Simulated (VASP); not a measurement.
The system is ZrO2 (Cubic zirconia).

```xyz
3
Lattice="3.5850 0.0000 0.0000 1.7925 3.1047 0.0000 1.7925 1.0349 2.9272" Properties=species:S:1:pos:R:3 pbc="T T T"
Zr    0.0000    0.0000    0.0000
O     1.7925    1.0349    0.7318
O     5.3775    3.1047    2.1954
```

Base run:

| Property | Result |
| --- | --- |
| Program | VASP 6.6.1 |
| Functional | PBE |
| Potentials or basis | VASP PAW PBE potentials, release 64 (Zr_sv, O) |
| Cutoff | 600 eV |
| k mesh | 7 × 7 × 7 |
| Occupations | gaussian, width 0.01 eV |
| Spin | no spin polarisation |

Its results: band gap on the k mesh 3.48 eV, indirect (least direct gap 3.92 eV); pressure 6.9 GPa.

The run is repeated on the same cell with these changes: k mesh from 7 × 7 × 7 to 4 × 4 × 4. What comes out?

Band gap on the k mesh 3.39 eV, indirect (least direct gap 3.84 eV); pressure 6.8 GPa.

Caveats: some runs use coarse meshes.

A k mesh can miss the band edges.
